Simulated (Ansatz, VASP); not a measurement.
## One calculation of AlNi, two programs

Contents of INCAR:

```
PREC = Accurate
ENCUT = 520
EDIFF = 1E-6
ISMEAR = 0
SIGMA = 0.1
LREAL = F
LASPH = T
NELM = 80
ALGO = Normal
ISIF = 2
LWAVE = F
LCHARG = F
GGA = PE
NBANDS = 14
```

File KPOINTS:

```
regular mesh
0
Gamma
  14 14 14
```

Contents of POSCAR:

```
AlNi
1.0
    2.8930835320      0.0000000000      0.0000000000
    0.0000000000      2.8930835320      0.0000000000
    0.0000000000      0.0000000000      2.8930835320
Al Ni
1 1
Direct
    0.0000000000      0.0000000000      0.0000000000
    0.5000000000      0.5000000000      0.5000000000
```

Input for Ansatz:

```yaml
crystal:
  lattice:
    - [2.8930835339, 0.0, 0.0]
    - [0.0, 2.8930835339, 0.0]
    - [0.0, 0.0, 2.8930835339]
  atoms:
    - { symbol: Al, position: [0.0, 0.0, 0.0] }
    - { symbol: Ni, position: [0.5, 0.5, 0.5] }
basis:
  ecutwfc: 420
kpoints:
  mp_grid: { grid: [14, 14, 14] }
  band_path:
    path:
      - [[0.0, 0.0, 0.0], [0.0, 0.5, 0.0], [0.5, 0.5, 0.0], [0.0, 0.0, 0.0], [0.5, 0.5, 0.5], [0.0, 0.5, 0.0]]
      - [[0.5, 0.5, 0.5], [0.5, 0.5, 0.0]]
    npoints: 14
hamiltonian:
  xc: pbe
scf:
  occupations: { method: gaussian, width: 0.1 }
  n_extra_bands: 6
output:
  forces: true
  stress: true
  eigenvalues: true
  populations: true
  dos: { projected: true, de: 0.02, nscf_kmesh: { grid: [21, 21, 21] } }
  bader: true
  write_density: true
  write_potential: true
  elf: true
  volumetric_format: npy
```

Alike in both runs: task single point; functional PBE; k mesh 14 × 14 × 14; occupations gaussian, width 0.1 eV; no spin polarisation.

|  | VASP | Ansatz |
| --- | --- | --- |
| version | VASP 6.6.1 | Ansatz 0.2.0 |
| potentials or method | VASP PAW PBE potentials, release 64 (Al, Ni), cutoff 520 eV | scalar-relativistic, plane waves, PAW |
| valence electrons in the cell | 13 | 21 |

```csv
,VASP,Ansatz,Ansatz less VASP
gap on the k mesh at the Fermi level (eV),none,none,-
pressure (GPa),0.0,0.0,+0.04
```

A gap of «none» marks a metal or a gap that the smearing closes. With one functional, cell and mesh, what is left measures potentials, basis and numerics. VASP's potentials hold 13 valence electrons a cell and Ansatz's 21, so a difference there can come from the potentials and not from the codes.
